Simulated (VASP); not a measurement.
# Na: single point with PBE

The system is Na.

```
Na
1.0
     0.00000    3.93088    3.93088
     3.93088    0.00000    3.93088
     3.93088    3.93088    0.00000
Na
2
Direct
  0.12500 0.12500 0.12500
  0.87500 0.87500 0.87500
```

This cell differs from its parent crystal: volume scaled by 1.12.

```yaml
Program: VASP 6.6.1
Task: single point
Functional: PBE
Potentials_or_basis: VASP PAW PBE potentials, release 64 (Na_pv)
Cutoff: 520 eV
k_mesh: 8 × 8 × 8
Occupations: fermi-dirac, width 0.1 eV
Spin: no spin polarisation
Dipole_correction: no
Further_INCAR_settings: ALGO = Normal; EDIFF = 1e-07; NBANDS = 14
```

- Pressure: -0.3 GPa
- Band gap on the k mesh: zero (band 7 reaches -0.49 eV, above the bottom of band 8 at -1.04 eV)

Levels at points of the mesh, in eV from the Fermi level:
```
           k point  band 4  band 5  band 6  band 7  band 8  band 9  band 10  band 11
(0.00, 0.00, 0.00)  -25.40  -25.40  -25.40   -2.36    4.27    4.27     4.27     4.62
(0.50, 0.00, 0.00)  -25.40  -25.40  -25.40   -0.80   -0.21    3.57     3.57     4.41
(0.50, 0.50, 0.00)  -25.41  -25.40  -25.40    0.03    0.03    2.26     2.26     2.88
```

Wall time 17 s on 1 thread of Intel(R) Xeon(R) 6975P-C (Granite Rapids) (shared host), peak memory 0.25 GiB.
